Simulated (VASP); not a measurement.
Runs of VASP 6.6.1 on Fe. It takes space group Fm-3m (No. 225, cubic). Conventional cell: a = 3.555 Å, b = 3.555 Å, c = 3.555 Å, α = 90.00°, β = 90.00°, γ = 90.00°. Fe (site symmetry m-3m) has 12 Fe at 2.51 Å within 3.3 Å. 

```tsv
potentials or basis	spin	fixed moment (μB)	cutoff (eV)	second run	gap on the mesh (eV)	pressure (GPa)	moment (μB)
VASP PAW PBE potentials, release 64 (Fe)	collinear, ferromagnetic start	-	520	-	none	-8.3	(b)
VASP PAW PBE potentials, release 64 (Fe_sv)	collinear, ferromagnetic start	-	600	valence_matched	none	-12.7	1.40
VASP PAW PBE potentials, release 64 (Fe)	collinear, zero start	0.0	520	-	-	-20.8	0.00
VASP PAW PBE potentials, release 64 (Fe)	collinear, ferromagnetic start	1.82	520	-	-	(a)	1.82
```

Alike in all rows: task single point; level PBE; cell as given; k mesh 12 × 12 × 12; smearing fermi-dirac 0.1 eV.

**Question.** Estimate the missing entries.

**Answer.** (a) -1.8; (b) 1.46.

Caveats: the total moment is fixed, so each spin has its own Fermi level (some runs); the moment fell far below its start of 4 μB, so a state of higher moment may lie lower in energy (some runs).

A gap of «none» marks levels without a gap at the run's occupations.

The runs don't all hold the same shells in valence.
